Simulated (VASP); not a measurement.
Wanted: the native input for a VASP 6.6.1 run.

```
Task                   : single point
Functional             : r2SCAN
Dispersion             : D3(BJ)
Potentials or basis    : VASP PAW PBE potentials, release 64 (Ta_pv, N)
Cutoff                 : 520 eV
k mesh                 : 10 × 10 × 6
Occupations            : fermi-dirac, width 0.05 eV
Spin                   : no spin polarisation
Dipole correction      : no
Further INCAR settings : ALGO = Normal; EDIFF = 1e-06; NBANDS = 20
```

Crystal: Ta2N.

```
Ta N
1.0
     3.06420    0.00000    0.00000
    -1.53210    2.65367    0.00000
     0.00000    0.00000    4.89584
Ta N
2 1
Direct
  0.33333 0.66667 0.25757
  0.66667 0.33333 0.74243
  0.00000 0.00000 0.00000
```

The input as run:

POSCAR

```
Ta2N
1.0
    3.0641991312      0.0000000000      0.0000000000
   -1.5320995656      2.6536742898      0.0000000000
    0.0000000000      0.0000000000      4.8958437796
Ta N
2 1
Direct
    0.3333333333      0.6666666667      0.2575658817
    0.6666666667      0.3333333333      0.7424341183
    0.0000000000      0.0000000000      0.0000000000
```

INCAR.step1

```
ALGO     = Normal         # electronic algorithm
EDIFF    = 1E-4           # SCF threshold, eV
ENCUT    = 520            # plane-wave cutoff, eV
GGA      = PE             # functional
ISMEAR   = -1             # smearing method
LASPH    = True           # aspherical terms in the spheres
LCHARG   = False          # write CHGCAR
LREAL    = False          # projectors in reciprocal space
LWAVE    = True           # write WAVECAR
NBANDS   = 20             # bands
NELM     = 100            # most SCF steps
PREC     = Accurate       # precision mode
SIGMA    = 0.05           # smearing width, eV
```

INCAR.step2

```
ALGO     = Normal         # electronic algorithm
EDIFF    = 1E-6           # SCF threshold, eV
ENCUT    = 520            # plane-wave cutoff, eV
ISIF     = 2              # what is computed and relaxed
ISMEAR   = -1             # smearing method
ISTART   = 1            
IVDW     = 12             # dispersion correction
LASPH    = True           # aspherical terms in the spheres
LCHARG   = False          # write CHGCAR
LMIXTAU  = True         
LREAL    = False          # projectors in reciprocal space
LWAVE    = False          # write WAVECAR
METAGGA  = R2SCAN         # meta-GGA
NBANDS   = 20             # bands
NELM     = 100            # most SCF steps
PREC     = Accurate       # precision mode
SIGMA    = 0.05           # smearing width, eV
VDW_A1   = 0.49484001   
VDW_A2   = 5.73083694   
VDW_S6   = 1.0          
VDW_S8   = 0.78981345
```

KPOINTS

```
k-points
0
Gamma
  10 10 6
```

Potentials or basis: VASP PAW PBE potentials, release 64 (Ta_pv, N).

The run is started by

```sh
$ cat potpaw_PBE.64/Ta_pv/POTCAR potpaw_PBE.64/N/POTCAR > POTCAR
$ cp INCAR.step1 INCAR
$ mpirun -np 1 vasp_std > vasp.out
$ cp INCAR.step2 INCAR
$ mpirun -np 1 vasp_std > vasp.out
```

It gave:

```json
{"Pressure": "-0.2 GPa", "Largest force": "0.077 eV/Å", "Band gap on the k mesh": "zero (an odd number of electrons rules out a gap without spin polarisation)", "Dispersion energy per atom": "-0.249 eV"}
```

Caveat: three body term missing; the PAW data sets were made with another functional, which shifts forces and pressure a little; spin-orbit coupling is left out, which moves the levels of the heavy elements.

Run time: 3.4 min on 1 thread of Intel Xeon 8259CL, with other jobs on the host, peak memory 0.21 GiB.
